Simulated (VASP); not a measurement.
# Al6CoN6 in VASP: single point with PBEsol

Aim: the single point of Al6CoN6 with PBEsol.

Program: VASP 6.6.1. These are calculated values, not measurements. Logs are shortened: lines on timing, memory, paths and dates and some standing lists are left out, and cuts for length are marked.

**1. The cell of the first run**

The cell holds a slab with vacuum, 13 atoms: a = 5.336 Å, b = 5.899 Å, c = 17.245 Å, α = 90.00°, β = 90.00°, γ = 116.89°.

**2. Single point, PBEsol, collinear spin, ferromagnetic start**

INCAR reads:

```
ALGO = Normal
EDIFF = 1E-6
ENCUT = 520
GGA = PS
ISIF = 2
ISMEAR = -1
ISPIN = 2
LASPH = True
LCHARG = False
LMAXMIX = 4
LORBIT = 11
LREAL = False
LWAVE = False
MAGMOM = 0 0 0 0 0 0 0 0 0 0 0 0 1
NBANDS = 44
NELM = 150
PREC = Accurate
SIGMA = 0.02
```

KPOINTS reads:

```
k-points
0
Gamma
  2 2 1
```

POSCAR reads:

```
Al6CoN6
1.0
    5.3364490000      0.0000000000      0.0000000000
   -2.6682240000      5.2615680000      0.0000000000
    0.0000000000      0.0000000000     17.2451670000
Al N Co
6 6 1
Direct
    0.3333333000      0.0000000000      0.0579873000
    0.2967766908      0.5005130329      0.0672378402
    0.8163206631      0.0306090162      0.1476959202
    0.8685088845      0.5826019696      0.1271242121
    0.3381127054      0.1531066937      0.1921557128
    0.3711964790      0.6465895381      0.2351616899
    0.1095916439      0.6701898222      0.0383452337
    0.1375289435      0.1651897783      0.0879997481
    0.5836801375      0.6841592720      0.1339481231
    0.6404513667      0.2211095779      0.1254126104
    0.1230050468      0.7887176161      0.2112040379
    0.2037888611      0.3068948167      0.2620751265
    0.9457075595      0.9672523916      0.2729890207
```

Potentials or basis: VASP PAW PBE potentials, release 64 (Al, N, Co).

Launch:

```console
cat potpaw_PBE.64/Al/POTCAR potpaw_PBE.64/N/POTCAR potpaw_PBE.64/Co/POTCAR > POTCAR
mpirun -np 1 vasp_std > vasp.out
```

OUTCAR:

```text
EDIFF = 1E-6
   ENCUT = 520
   GGA = PS
   ISIF = 2
   ISMEAR = -1
   ISPIN = 2
   LASPH = True
   LORBIT = 11
   LREAL = False
   NELM = 150
   PREC = Accurate

 ion  position               nearest neighbor table
   1  0.333  0.000  0.058-   7 1.80   8 1.80  10 1.95   5 2.48   4 2.85   2 2.87   3 2.94   2 3.05
                             3 3.24
   2  0.297  0.501  0.067-   7 1.78   8 1.80   9 1.83   4 2.74   1 2.87   6 3.00   4 3.05   5 3.05
                             1 3.05   3 3.12
   3  0.816  0.031  0.148-  10 1.80   8 1.84   9 1.87  13 2.35   5 2.65   4 2.80   6 2.86   1 2.94
                             5 3.05   2 3.12   4 3.16   1 3.24
   4  0.869  0.583  0.127-   9 1.87   7 1.91  10 1.92  11 1.98   2 2.74   3 2.80   1 2.85   5 3.03
                             2 3.05   6 3.15   3 3.16   5 3.35
   5  0.338  0.153  0.192-  12 1.84  10 1.87  11 1.95   8 2.11  13 2.34   1 2.48   3 2.65   6 2.93
                             4 3.03   3 3.05   2 3.05   6 3.16   4 3.35
   6  0.371  0.647  0.235-  12 1.85  11 1.91   9 2.04  13 2.86   3 2.86   5 2.93   2 3.00   4 3.15
                             5 3.16
   7  0.110  0.670  0.038-   2 1.78   1 1.80   4 1.91
   8  0.138  0.165  0.088-   1 1.80   2 1.80   3 1.84   5 2.11
   9  0.584  0.684  0.134-   2 1.83   3 1.87   4 1.87   6 2.04
  10  0.640  0.221  0.125-   3 1.80   5 1.87   4 1.92   1 1.95
  11  0.123  0.789  0.211-   6 1.91   5 1.95   4 1.98  13 2.01
  12  0.204  0.307  0.262-   5 1.84   6 1.85  13 1.86
  13  0.946  0.967  0.273-  12 1.86  11 2.01   5 2.34   3 2.35   6 2.86

  LATTYP: Found a base centered orthorhombic cell.
 ALAT       =     5.3364490000
 B/A-ratio  =     1.9719360196
 C/A-ratio  =     3.2315809633

  Lattice vectors:

 A1 = (   2.6682240000,  -5.2615680000,   0.0000000000)
 A2 = (   2.6682250000,   5.2615680000,   0.0000000000)
 A3 = (   0.0000000000,   0.0000000000,  17.2451670000)

Analysis of symmetry for initial positions (statically):
=====================================================================
 Subroutine PRICEL returns:
 Original cell was already a primitive cell.

 Routine SETGRP: Setting up the symmetry group for a
 base centered orthorhombic supercell.

 Subroutine GETGRP returns: Found  1 space group operations
 (whereof  1 operations were pure point group operations)
 out of a pool of  8 trial point group operations.

The static configuration has the point symmetry C_1 .

Analysis of symmetry for dynamics (positions and initial velocities):
=====================================================================
 Subroutine PRICEL returns:
 Original cell was already a primitive cell.

 Routine SETGRP: Setting up the symmetry group for a
 base centered orthorhombic supercell.

 Subroutine GETGRP returns: Found  1 space group operations
 (whereof  1 operations were pure point group operations)
 out of a pool of  8 trial point group operations.

The dynamic configuration has the point symmetry C_1 .

Analysis of structural, dynamic, and magnetic symmetry:
=====================================================================
 Subroutine PRICEL returns:
 Original cell was already a primitive cell.

 Routine SETGRP: Setting up the symmetry group for a
 base centered orthorhombic supercell.

 Subroutine GETGRP returns: Found  1 space group operations
 (whereof  1 operations were pure point group operations)
 out of a pool of  8 trial point group operations.

The overall configuration has the point symmetry C_1 .

 Subroutine INISYM returns: Found  1 space group operations
 (whereof  1 operations are pure point group operations),
 and found     1 'primitive' translations

----------------------------------------------------------------------------------------

                                     Primitive cell

  volume of cell :     484.2113

  direct lattice vectors                    reciprocal lattice vectors
     5.336449000  0.000000000  0.000000000     0.187390529  0.095028688  0.000000000
    -2.668224000  5.261568000  0.000000000     0.000000000  0.190057413  0.000000000
     0.000000000  0.000000000 17.245167000     0.000000000  0.000000000  0.057987261

  length of vectors
     5.336449000  5.899450579 17.245167000     0.210108691  0.190057413  0.057987261

  position of ions in fractional coordinates (direct lattice)
     0.333333300  0.000000000  0.057987300
[... 82 lines left out ...]
   NSW    =      0    number of steps for IOM
   IBRION =     -1    ionic relax: 0-MD 1-quasi-New 2-CG
   NFREE  =      0    steps in history (QN), initial steepest desc. (CG)
   ISIF   =      2    stress and relaxation
   ISYM   =      2    0-nonsym 1-usesym 2-fastsym
   POTIM  = 0.5000    time-step for ionic-motion
   TEBEG  =    0.0;   TEEND  =   0.0 temperature during run
   PSTRESS=    0.0 pullay stress
   NELECT =      57.0000    total number of electrons
   NUPDOWN=      -1.0000    fix difference up-down
   EMIN   =  10.00;   EMAX   =-10.00  energy-range for DOS
   EFERMI =   0.00;   METHOD = LEGACY
   ISMEAR =    -1;   SIGMA  =   0.02  broadening in eV -4-tet -1-fermi 0-gaus
   EFERMI_NEDOS =   21; number of points for ismear=-14 and -15
   IALGO  =     38    algorithm
   IMIX   =      4    mixing-type and parameters
     AMIX     =   0.40;   BMIX     =  1.00
     AMIX_MAG =   1.60;   BMIX_MAG =  1.00
  volume/ion in A,a.u.               =      37.25       251.36
  Fermi-wavevector in a.u.,A,eV,Ry     =   0.802333  1.516190  8.758596  0.643739
  Thomas-Fermi vector in A             =   1.909991
   LORBIT       =     11    0 simple, 1 ext, 2 COOP (PROOUT), +10 PAW based schemes
   GGA     = PS    functional components
   LHFCALC =     F    Hartree Fock is set to
   AEXX    =    0.0000 exact exchange contribution
   IVDW    =     0    specifies the selected vdW correction
   LEPSILON=     F    determine dielectric tensor
   LRPA    =     F    only Hartree local field effects (RPA)
 spin polarized calculation
  energy-cutoff  :      520.00
  volume of cell :      484.21
 maximum number of plane-waves:     13082
 NGX is ok and might be reduce to    40
   NGX = 19   NGY = 21   NGZ = 65

 number of electron      57.0000001 magnetization       1.5000483

 Free energy of the ion-electron system (eV)
  ---------------------------------------------------
  ext. energy  EPLUGINS =         0.00000000
  ---------------------------------------------------
  free energy    TOTEN  =       -89.31375503 eV

  energy without entropy =      -89.31162209  energy(sigma->0) =      -89.31268856

 E-fermi :  -0.3707     XC(G=0):  -4.1789

 val. band max:       -0.4277945368   @ k =   0.5000   0.0000   0.0000
 cond. band min:      -0.3136311257   @ k =   0.5000   0.5000   0.0000
 fundamental gap:      0.1141634111
 Fermi energy:        -0.3707115889

 spin component 1

 k-point     1 :       0.0000    0.0000    0.0000
  band No.  band energies     occupation
      1     -17.4294      1.00000
      2     -15.6739      1.00000
      3     -15.2821      1.00000
      4     -15.2158      1.00000
      5     -14.9736      1.00000
      6     -14.5519      1.00000
[... 161 lines left out ...]
     39       4.4081      0.00000
     40       4.5127      0.00000
 Fermi energy:        -0.3707115889

 spin component 2

 k-point     1 :       0.0000    0.0000    0.0000
  band No.  band energies     occupation
      1     -17.4268      1.00000
      2     -15.6684      1.00000
      3     -15.2819      1.00000
      4     -15.1549      1.00000
      5     -14.9616      1.00000
      6     -14.4452      1.00000
[... 161 lines left out ...]
     39       4.4570      0.00000
     40       4.5207      0.00000
 [bands above 40 left out]

------------------------ aborting loop because EDIFF is reached ----------------------------------------

  FORCE on cell =-STRESS in cart. coord.  units (eV):
  Direction    XX          YY          ZZ          XY          YZ          ZX
  --------------------------------------------------------------------------------------
  -------------------------------------------------------------------------------------
  Total        7.6776002     -2.8475773     -0.1858185     -5.8457244     -0.1609767     -0.0056338
  in kB       25.4039424     -9.4221746     -0.6148434    -19.3425606     -0.5326461     -0.0186413
  external PRESSURE =       5.1223081 kB  Pullay stress =       0.0000000 kB

 VOLUME and BASIS-vectors are now :
 -----------------------------------------------------------------------------
  energy-cutoff  :      520.00
  volume of cell :      484.21
      direct lattice vectors                 reciprocal lattice vectors
     5.336449000  0.000000000  0.000000000     0.187390529  0.095028688  0.000000000
    -2.668224000  5.261568000  0.000000000     0.000000000  0.190057413  0.000000000
     0.000000000  0.000000000 17.245167000     0.000000000  0.000000000  0.057987261

 POSITION                                       TOTAL-FORCE (eV/Angst)
 -----------------------------------------------------------------------------------
      1.77882      0.00000      1.00000        -0.015969      0.039204      0.057588
      0.24825      2.63348      1.15953         0.065714     -0.021513      0.035456
      4.27458      0.16105      2.54704         0.066242     -0.066553     -0.036334
      3.08024      3.06540      2.19228        -0.045117      0.073221      0.062636
      1.39580      0.80558      3.31376        -0.015584     -0.036043     -0.018623
      0.25563      3.40207      4.05540        -0.020177      0.032048     -0.021075
     -1.20339      3.52625      0.66127        -0.084983      0.022376     -0.040461
      0.29315      0.86916      1.51757        -0.015564     -0.048173      0.006638
      1.28929      3.59975      2.30996         0.081101      0.033716     -0.008546
      2.82777      1.16338      2.16276         0.018211      0.031959     -0.029191
     -1.44807      4.14989      3.64225        -0.010696     -0.019001     -0.033819
      0.26864      1.61475      4.51953        -0.001311      0.013341     -0.021781
      2.46587      5.08926      4.70774        -0.021866     -0.054583      0.047512
 -----------------------------------------------------------------------------------
    total drift:                               -0.000235     -0.000476     -0.000087

  FREE ENERGIE OF THE ION-ELECTRON SYSTEM (eV)
  ---------------------------------------------------
  free  energy   TOTEN  =       -89.3137550295 eV

  energy  without entropy=      -89.3116220870  energy(sigma->0) =      -89.31268856

 total charge

# of ion       s       p       d       tot
------------------------------------------
    1        0.403   0.420   0.000   0.823
    2        0.410   0.456   0.000   0.866
    3        0.390   0.460   0.000   0.850
    4        0.364   0.416   0.000   0.779
    5        0.380   0.446   0.000   0.825
    6        0.380   0.381   0.000   0.760
    7        1.244   2.531   0.000   3.775
    8        1.236   2.628   0.000   3.864
    9        1.240   2.594   0.000   3.834
   10        1.236   2.607   0.000   3.843
   11        1.228   2.483   0.000   3.711
   12        1.247   2.444   0.000   3.691
   13        0.446   0.392   7.389   8.226
--------------------------------------------------
tot         10.202  18.256   7.389  35.848

 magnetization (x)

# of ion       s       p       d       tot
------------------------------------------
    1        0.001   0.001   0.000   0.002
    2       -0.002  -0.003   0.000  -0.006
    3       -0.006  -0.011   0.000  -0.017
    4        0.001  -0.000   0.000   0.000
    5        0.000   0.000   0.000   0.001
    6       -0.004  -0.015   0.000  -0.019
    7        0.000   0.003   0.000   0.004
    8       -0.000   0.002   0.000   0.002
    9       -0.000   0.003   0.000   0.002
   10        0.001  -0.003   0.000  -0.002
   11        0.005   0.014   0.000   0.019
   12        0.003   0.060   0.000   0.063
   13        0.003   0.018   1.431   1.451
--------------------------------------------------
tot          0.001   0.068   1.431   1.500
```

Wall time 4.1 min (1 thread of Intel Xeon 6975P-C (Granite Rapids), shared host); peak memory 0.78 GiB.

Results:

- Free energy: -89.3138 eV
- Largest force: 0.106 eV/Å
- Net moment: 1.50 μB per cell
- Site moments: Al +0.00, -0.01, -0.02 (each value once); N +0.00, -0.00, +0.02, +0.06 (each value once); Co +1.45 μB
- Valence electrons inside the program's atomic spheres: Al 0.82, 0.87, 0.85, 0.78, 0.76 (each value once); N 3.77, 3.86, 3.83, 3.84, 3.71, 3.69; Co 8.23

Forces in eV/Å, atoms in the order of the input:
```
Al  -0.016  0.039  0.058
Al   0.066 -0.022  0.035
Al   0.066 -0.067 -0.036
Al  -0.045  0.073  0.063
Al  -0.016 -0.036 -0.019
Al  -0.020  0.032 -0.021
N   -0.085  0.022 -0.040
N   -0.016 -0.048  0.007
N    0.081  0.034 -0.009
N    0.018  0.032 -0.029
N   -0.011 -0.019 -0.034
N   -0.001  0.013 -0.022
Co  -0.022 -0.055  0.048
```

Caveat: the k points lie up to 0.66 Å⁻¹ apart; the PAW data sets were made with another functional, which shifts forces and pressure a little. With open d or f shells a metallic result of PBEsol can be an artefact of self-interaction; +U or a hybrid may open a gap.
